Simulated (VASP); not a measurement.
Set up this calculation in VASP 6.6.1, as the native input.

```yaml
Task: single point
Functional: PBE
Potentials_or_basis: VASP PAW PBE potentials, release 64 (Nb_sv, N)
Cutoff: 600 eV
k_mesh: 13 × 13 × 13
Occupations: fermi-dirac, width 0.08 eV
Spin: no spin polarisation
Dipole_correction: no
Further_INCAR_settings: ALGO = Normal; EDIFF = 1e-06; NBANDS = 16
```

The structure of NbN lies in POSCAR:

```
NbN
1.0
    0.0000000000      2.1497017156      2.1497017156
    2.1497017156      0.0000000000      2.1497017156
    2.1497017156      2.1497017156      0.0000000000
Nb N
1 1
Direct
    0.5000000000      0.5000000000      0.5000000000
    0.0000000000      0.0000000000      0.0000000000
```

These files were run (other wordings do the same):

INCAR

```
  PREC = Accurate
  ENCUT = 600
  EDIFF = 1E-6
  ISMEAR = -1
  SIGMA = 0.08
  LREAL = F
  LASPH = T
  NELM = 120
  ALGO = Normal
  ISIF = 2
  LWAVE = F
  LCHARG = F
  GGA = PE
  NBANDS = 16
  GGA_COMPAT = F
```

KPOINTS

```
Automatic mesh
0
Gamma
  13 13 13
```

Potentials or basis: VASP PAW PBE potentials, release 64 (Nb_sv, N).

Run with:

```sh
$ cat potpaw_PBE.64/Nb_sv/POTCAR potpaw_PBE.64/N/POTCAR > POTCAR
$ mpirun -np 1 vasp_std > vasp.out
```

It gave:

* Pressure: 30.1 GPa
* Band gap on the k mesh: zero (bands 9 and 10 overlap by 3.77 eV)

Caveat: the cell stands under pressure.

Run time: 12 s on 1 thread of Intel(R) Xeon(R) Platinum 8375C CPU @ 2.90GHz (Ice Lake), with other jobs on the host, peak memory 0.16 GiB.
